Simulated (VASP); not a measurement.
# Sb in VASP: a series of runs, part 2 of 2

VASP 6.6.1. The steps go on from the part before.

### Step 3. Single point, PBEsol (31.10 Å³/atom)

This run uses another cell than the first one, of 31.10 Å³/atom.

INCAR reads:

```
SYSTEM = Sb
PREC     = Accurate       ! precision mode
ENCUT    = 520            ! plane-wave cutoff, eV
EDIFF    = 1E-6           ! SCF threshold, eV
ISMEAR   = -1             ! smearing method
SIGMA    = 0.05           ! smearing width, eV
LREAL    = .False.        ! projectors in reciprocal space
LASPH    = .True.         ! aspherical terms in the spheres
NELM     = 60             ! most SCF steps
ALGO     = Normal         ! electronic algorithm
ISIF     = 2              ! what is computed and relaxed
LWAVE    = .False.        ! write WAVECAR
LCHARG   = .True.         ! write CHGCAR
GGA      = PS             ! functional
LELF     = .True.         ! ELF
LVHAR    = .True.       
NBANDS   = 12             ! bands
```

KPOINTS reads:

```
regular mesh
0
Gamma
  9 6 6
  0 0 0
```

POSCAR reads:

```
Sb
1.0
    3.1634909488      0.0000000000      0.0000000000
    0.0000000000      4.4047287450      0.0000000000
   -0.0394270982      0.0000000000      4.4638303856
Sb
2
Direct
    0.0113890000      0.2500000000      0.2411660000
    0.9886110000      0.7500000000      0.7588340000
```

Potentials or basis: VASP PAW PBE potentials, release 64 (Sb).

Launch:

```console
$ cat potpaw_PBE.64/Sb/POTCAR > POTCAR
$ mpirun -np 1 vasp_std > vasp.out
```

OUTCAR:

```text
SYSTEM = Sb
   PREC = Accurate
   ENCUT = 520
   EDIFF = 1E-6
   ISMEAR = -1
   LREAL = .False.
   LASPH = .True.
   NELM = 60
   ISIF = 2
   GGA = PS

 ion  position               nearest neighbor table
   1  0.011  0.250  0.241-   2 3.08   2 3.08   2 3.19   2 3.19
   2  0.989  0.750  0.759-   1 3.08   1 3.08   1 3.19   1 3.19

  LATTYP: Found a simple monoclinic cell.
 ALAT       =     3.1634909488
 B/A-ratio  =     1.3923633152
 C/A-ratio  =     1.4111007668
 COS(beta)  =    -0.0088322263

  Lattice vectors:

 A1 = (   3.1634909488,   0.0000000000,   0.0000000000)
 A2 = (   0.0000000000,   4.4047287450,   0.0000000000)
 A3 = (  -0.0394270982,   0.0000000000,   4.4638303856)

Analysis of symmetry for initial positions (statically):
=====================================================================
 Subroutine PRICEL returns:
 Original cell was already a primitive cell.

 Routine SETGRP: Setting up the symmetry group for a
 simple monoclinic supercell.

 Subroutine GETGRP returns: Found  4 space group operations
 (whereof  2 operations were pure point group operations)
 out of a pool of  4 trial point group operations.

The static configuration has the point symmetry S_2 .
 The point group associated with its full space group is C_2h.

Analysis of symmetry for dynamics (positions and initial velocities):
=====================================================================
 Subroutine PRICEL returns:
 Original cell was already a primitive cell.

 Routine SETGRP: Setting up the symmetry group for a
 simple monoclinic supercell.

 Subroutine GETGRP returns: Found  4 space group operations
 (whereof  2 operations were pure point group operations)
 out of a pool of  4 trial point group operations.

The dynamic configuration has the point symmetry S_2 .
 The point group associated with its full space group is C_2h.

 Subroutine INISYM returns: Found  4 space group operations
 (whereof  2 operations are pure point group operations),
 and found     1 'primitive' translations

----------------------------------------------------------------------------------------

                                     Primitive cell

  volume of cell :      62.2004

  direct lattice vectors                    reciprocal lattice vectors
     3.163490949  0.000000000  0.000000000     0.316106484  0.000000000  0.002792033
     0.000000000  4.404728745  0.000000000     0.000000000  0.227028736  0.000000000
    -0.039427098  0.000000000  4.463830386     0.000000000  0.000000000  0.224022849

  length of vectors
     3.163490949  4.404728745  4.464004504     0.316118814  0.227028736  0.224022849

  position of ions in fractional coordinates (direct lattice)
     0.011389000  0.250000000  0.241166000
     0.988611000  0.750000000  0.758834000

  ion indices of the primitive-cell ions
   primitive index   ion index
                 1           1
                 2           2

[... 31 lines left out ...]
  0.333333  0.000000  0.000000      2.000000
  0.444444  0.000000 -0.000000      2.000000
  0.000000  0.166667  0.000000      2.000000
[... 16 lines left out ...]
  0.222222  0.000000  0.166667      2.000000
  0.333333  0.000000  0.166667      2.000000
 [... further k-points ...]
   k-points           NKPTS =    112   k-points in BZ     NKDIM =    112   number of bands    NBANDS=     12
   number of dos      NEDOS =    301   number of ions     NIONS =      2
   total plane-waves  NPLWV =  31104
   dimension x,y,z NGX =    24 NGY =   36 NGZ =   36
   dimension x,y,z NGXF=    48 NGYF=   72 NGZF=   72
   ions per type =               2
   NGX,Y,Z   is equivalent  to a cutoff of  12.61, 13.59, 13.41 a.u.
   NGXF,Y,Z  is equivalent  to a cutoff of  25.22, 27.17, 26.81 a.u.
 SYSTEM =  Sb
   PREC   = accura    normal or accurate (medium, high low for compatibility)
   ISTART =      0    job   : 0-new  1-cont  2-samecut
   ICHARG =      2    charge: 1-file 2-atom 10-const
   ISPIN  =      1    spin polarized calculation?
   LNONCOLLINEAR =      F non collinear calculations
   LSORBIT =      F    spin-orbit coupling
   LASPH  =      T    aspherical Exc in radial PAW
   ENCUT  =  520.0 eV  38.22 Ry    6.18 a.u.   5.88  8.19  8.30*2*pi/ulx,y,z
   NELM   =     60;   NELMIN=  2; NELMDL= -5     # of ELM steps
   EDIFF  = 0.1E-05   stopping-criterion for ELM
   LREAL  =      F    real-space projection
   EDIFFG = 0.1E-04   stopping-criterion for IOM
   NSW    =      0    number of steps for IOM
   IBRION =     -1    ionic relax: 0-MD 1-quasi-New 2-CG
   NFREE  =      0    steps in history (QN), initial steepest desc. (CG)
   ISIF   =      2    stress and relaxation
   ISYM   =      2    0-nonsym 1-usesym 2-fastsym
   POTIM  = 0.5000    time-step for ionic-motion
   TEBEG  =    0.0;   TEEND  =   0.0 temperature during run
   PSTRESS=    0.0 pullay stress
   NELECT =      10.0000    total number of electrons
   NUPDOWN=      -1.0000    fix difference up-down
   EMIN   =  10.00;   EMAX   =-10.00  energy-range for DOS
   EFERMI =   0.00;   METHOD = LEGACY
   ISMEAR =    -1;   SIGMA  =   0.05  broadening in eV -4-tet -1-fermi 0-gaus
   EFERMI_NEDOS =   21; number of points for ismear=-14 and -15
   IALGO  =     38    algorithm
   IMIX   =      4    mixing-type and parameters
     AMIX     =   0.40;   BMIX     =  1.00
     AMIX_MAG =   1.60;   BMIX_MAG =  1.00
  volume/ion in A,a.u.               =      31.10       209.87
  Fermi-wavevector in a.u.,A,eV,Ry     =   0.890178  1.682193 10.781494  0.792417
  Thomas-Fermi vector in A             =   2.011835
   LORBIT       =      0    0 simple, 1 ext, 2 COOP (PROOUT), +10 PAW based schemes
   GGA     = PS    functional components
   LHFCALC =     F    Hartree Fock is set to
   AEXX    =    0.0000 exact exchange contribution
   IVDW    =     0    specifies the selected vdW correction
   LEPSILON=     F    determine dielectric tensor
   LRPA    =     F    only Hartree local field effects (RPA)
 non-spin polarized calculation
  energy-cutoff  :      520.00
  volume of cell :       62.20
 maximum number of plane-waves:      1698
   NGX = 11   NGY = 17   NGZ = 17

 number of electron      10.0000000 magnetization

 number of electron       9.9999999 magnetization

 Free energy of the ion-electron system (eV)
  ---------------------------------------------------
  ext. energy  EPLUGINS =         0.00000000
  ---------------------------------------------------
  free energy    TOTEN  =        -8.99126291 eV

  energy without entropy =       -8.97792390  energy(sigma->0) =       -8.98459341

 E-fermi :   6.5734     XC(G=0):  -9.5788

 val. band max:        6.5730057656   @ k =  -0.3333   0.0000   0.1667
 cond. band min:       6.5761167259   @ k =   0.0000   0.1667   0.1667
 fundamental gap:      0.0031109603
 Fermi energy:         6.5734425791

 k-point     1 :       0.0000    0.0000    0.0000
  band No.  band energies     occupation
      1      -5.6235      2.00000
      2      -0.8646      2.00000
      3       3.0720      2.00000
      4       3.1982      2.00000
      5       8.6721      0.00000
      6       9.4702      0.00000
      7       9.6862      0.00000
      8       9.8266      0.00000
      9      13.0210      0.00000
     10      13.4473      0.00000
     11      13.5504      0.00000
     12      14.3856      0.00000
[... 331 lines left out ...]
 k-point    24 :       0.3333    0.0000    0.1667
  band No.  band energies     occupation
      1      -4.0417      2.00000
      2      -0.0586      2.00000
      3       3.0430      2.00000
      4       4.6379      2.00000
      5       4.7909      2.00000
      6       6.6333      0.46386
      7       9.7872      0.00000
      8       9.9543      0.00000
      9      10.9887      0.00000
     10      12.6140      0.00000
     11      12.9224      0.00000
     12      15.9702      0.00000

 [... further k-points ...]

------------------------ aborting loop because EDIFF is reached ----------------------------------------

  FORCE on cell =-STRESS in cart. coord.  units (eV):
  Direction    XX          YY          ZZ          XY          YZ          ZX
  --------------------------------------------------------------------------------------
  -------------------------------------------------------------------------------------
  Total       -1.3727378     -1.6442120     -1.5979995      0.0000000      0.0000000      0.0260865
  in kB      -35.3593865    -42.3520998    -41.1617446      0.0000000      0.0000000      0.6719446
  external PRESSURE =     -39.6244103 kB  Pullay stress =       0.0000000 kB

 VOLUME and BASIS-vectors are now :
 -----------------------------------------------------------------------------
  energy-cutoff  :      520.00
  volume of cell :       62.20
      direct lattice vectors                 reciprocal lattice vectors
     3.163490949  0.000000000  0.000000000     0.316106484  0.000000000  0.002792033
     0.000000000  4.404728745  0.000000000     0.000000000  0.227028736  0.000000000
    -0.039427098  0.000000000  4.463830386     0.000000000  0.000000000  0.224022849

 POSITION                                       TOTAL-FORCE (eV/Angst)
 -----------------------------------------------------------------------------------
      0.02652      1.10118      1.07652        -0.032967      0.000000     -0.012423
      3.09754      3.30355      3.38731         0.032967      0.000000      0.012423
 -----------------------------------------------------------------------------------
    total drift:                                0.000000     -0.000000      0.000000

  FREE ENERGIE OF THE ION-ELECTRON SYSTEM (eV)
  ---------------------------------------------------
  free  energy   TOTEN  =        -8.9912629132 eV

  energy  without entropy=       -8.9779238972  energy(sigma->0) =       -8.98459341
```

It took 73 s on 1 thread of Intel Xeon 8259CL, shared host; peak memory 0.22 GiB.

What came out:

| Property | Result |
| --- | --- |
| Free energy | -8.9913 eV |
| Pressure | -4.0 GPa |
| Largest force | 0.035 eV/Å |
| Band gap on the k mesh | zero (bands 5 and 6 overlap by 7.96 eV) |

Forces on the atoms (eV/Å):
```
Sb  -0.033  0.000 -0.012
Sb   0.033  0.000  0.012
```

Levels at points of the mesh, in eV from the Fermi level:
| k point | band 2 | band 3 | band 4 | band 5 | band 6 | band 7 | band 8 | band 9 |
| --- | --- | --- | --- | --- | --- | --- | --- | --- |
| (0.00, 0.00, 0.00) | -7.44 | -3.50 | -3.38 | 2.10 | 2.90 | 3.11 | 3.25 | 6.45 |
| (0.00, 0.50, 0.00) | -10.48 | -1.44 | -1.44 | -0.93 | -0.93 | 4.49 | 4.49 | 7.96 |
| (0.00, 0.00, 0.50) | -10.30 | -1.53 | -1.02 | -0.97 | -0.82 | 4.29 | 4.65 | 7.63 |
| (0.00, 0.50, 0.50) | -9.89 | -5.41 | -5.41 | 4.79 | 4.79 | 5.04 | 5.04 | 8.82 |

Caveat: the cell stands under tension; the PAW data sets were made with another functional, which shifts forces and pressure a little; spin-orbit coupling is left out, which moves the levels of the heavy elements.

### Step 4. Single point, PBEsol (31.70 Å³/atom)

This run uses another cell than the first one, of 31.70 Å³/atom.

INCAR reads:

```
SYSTEM = Sb
ALGO     = Normal         ! electronic algorithm
EDIFF    = 1E-6           ! SCF threshold, eV
ENCUT    = 520            ! plane-wave cutoff, eV
GGA      = PS             ! functional
ISIF     = 2              ! what is computed and relaxed
ISMEAR   = -1             ! smearing method
LASPH    = .True.         ! aspherical terms in the spheres
LCHARG   = .False.        ! write CHGCAR
LREAL    = .False.        ! projectors in reciprocal space
LWAVE    = .False.        ! write WAVECAR
NBANDS   = 12             ! bands
NELM     = 80             ! most SCF steps
PREC     = Accurate       ! precision mode
SIGMA    = 0.05           ! smearing width, eV
```

KPOINTS reads:

```
k-points
0
Gamma
  9 6 6
  0 0 0
```

POSCAR reads:

```
Sb
1.0
    3.1836411160      0.0000000000      0.0000000000
    0.0000000000      4.4327850985      0.0000000000
   -0.0396782330      0.0000000000      4.4922631929
Sb
2
Direct
    0.0113890000      0.2500000000      0.2411660000
    0.9886110000      0.7500000000      0.7588340000
```

Launch:

```console
$ cat potpaw_PBE.64/Sb/POTCAR > POTCAR
$ mpirun -np 1 vasp_std > vasp.out
```

It took 62 s on 1 thread of Intel Xeon 8259CL, shared host; peak memory 0.22 GiB.

Results (log left out):

```
Free energy            : -8.9588 eV
Pressure               : -4.7 GPa
Largest force          : 0.051 eV/Å
Band gap on the k mesh : zero (bands 5 and 6 overlap by 7.78 eV)
```

Forces in eV/Å, atoms in the order of the input:
```
Sb  -0.034  0.000 -0.037
Sb   0.034  0.000  0.037
```

Stress tensor (GPa, compression positive):
```
-4.27  0.00  0.06
 0.00 -4.99  0.00
 0.06  0.00 -4.93
```

Levels at points of the mesh, in eV from the Fermi level:
| k point | band 3 | band 4 | band 5 | band 6 | band 7 | band 8 |
| --- | --- | --- | --- | --- | --- | --- |
| (0.00, 0.00, 0.00) | -3.41 | -3.29 | 2.17 | 2.86 | 3.07 | 3.22 |
| (0.00, 0.50, 0.00) | -1.39 | -1.39 | -0.90 | -0.90 | 4.41 | 4.41 |
| (0.00, 0.00, 0.50) | -1.47 | -0.97 | -0.94 | -0.80 | 4.21 | 4.56 |
| (0.00, 0.50, 0.50) | -5.28 | -5.28 | 4.70 | 4.70 | 4.94 | 4.94 |

Caveat: the cell stands under tension; the PAW data sets were made with another functional, which shifts forces and pressure a little; spin-orbit coupling is left out, which moves the levels of the heavy elements.

### Step 5. Single point, PBEsol (atoms moved at random)

INCAR reads:

```
PREC = Accurate ; ENCUT = 520
EDIFF = 1E-7 ; ISMEAR = -1
SIGMA = 0.05 ; LREAL = F
LASPH = T ; NELM = 80
ALGO = Normal ; ISIF = 2
LWAVE = F ; LCHARG = T
GGA = PS ; LELF = T
LVHAR = T ; NBANDS = 12
```

KPOINTS reads:

```
regular mesh
0
Gamma
  9 6 6
```

POSCAR reads:

```
Sb
1.0
    3.1224020000      0.0000000000      0.0000000000
    0.0000000000      4.3475180000      0.0000000000
   -0.0389150000      0.0000000000      4.4058520000
Sb
2
Direct
    0.0121760000      0.2614880000      0.2426090000
    1.0015420000      0.7464850000      0.7653540000
```

Launch:

```console
$ cat potpaw_PBE.64/Sb/POTCAR > POTCAR
$ mpirun -np 1 vasp_std > vasp.out
```

Wall time 69 s (1 thread of Intel Xeon 8259CL, shared host); peak memory 0.24 GiB.

It converged, with:

* Free energy: -9.0338 eV
* Pressure: -1.9 GPa
* Largest force: 0.111 eV/Å
* Band gap on the k mesh: zero (bands 5 and 6 overlap by 8.28 eV)

Forces in eV/Å, atoms in the order of the input:
```
Sb  -0.013 -0.089  0.066
Sb   0.013  0.089 -0.066
```

Stress tensor (GPa, compression positive):
```
-1.44  0.01  0.09
 0.01 -2.27 -0.44
 0.09 -0.44 -2.04
```

Levels at points of the mesh, in eV from the Fermi level:
| k point | band 1 | band 2 | band 3 | band 4 | band 5 | band 6 | band 7 | band 8 | band 9 | band 10 |
| --- | --- | --- | --- | --- | --- | --- | --- | --- | --- | --- |
| (0.00, 0.00, 0.00) | -12.53 | -7.44 | -3.70 | -3.56 | 1.86 | 2.95 | 3.23 | 3.39 | 6.70 | 6.90 |
| (0.00, 0.50, 0.00) | -10.90 | -10.54 | -1.77 | -1.45 | -0.93 | -0.91 | 4.50 | 4.80 | 7.93 | 8.10 |
| (0.00, 0.00, 0.50) | -11.02 | -10.48 | -1.74 | -1.21 | -0.87 | -0.81 | 4.39 | 4.86 | 7.64 | 7.89 |
| (0.00, 0.50, 0.50) | -10.11 | -10.04 | -5.71 | -5.67 | 4.96 | 5.01 | 5.25 | 5.29 | 8.82 | 8.93 |

Caveat: the cell differs from its parent crystal (atoms moved at random); the PAW data sets were made with another functional, which shifts forces and pressure a little; spin-orbit coupling is left out, which moves the levels of the heavy elements.

### Step 6. The runs side by side

```tsv
cell	gap on the mesh (eV)	pressure (GPa)	largest force (eV/Å)
a = 3.143, b = 4.376, c = 4.435 Å, angles 90.0, 90.5, 90.0°, 2 atoms, atomic positions A	none	-3.1	0.04
a = 3.163, b = 4.405, c = 4.464 Å, angles 90.0, 90.5, 90.0°, 2 atoms, atomic positions A	none	-4.0	0.04
a = 3.184, b = 4.433, c = 4.492 Å, angles 90.0, 90.5, 90.0°, 2 atoms, atomic positions A	none	-4.7	0.05
a = 3.122, b = 4.348, c = 4.406 Å, angles 90.0, 90.5, 90.0°, 2 atoms, atomic positions B	none	-1.9	0.11
```

Alike in all rows: task single point; level PBEsol; potentials or basis VASP PAW PBE potentials, release 64 (Sb); no spin polarisation; k mesh 9 × 6 × 6; cutoff (eV) 520; smearing fermi-dirac 0.05 eV.

Caveats: the PAW data sets were made with another functional, which shifts forces and pressure a little; spin-orbit coupling is left out, which moves the levels of the heavy elements; the cell stands under tension (at least some runs).

Total energies depend on the potentials used, so only differences within one code and one set of settings carry meaning.
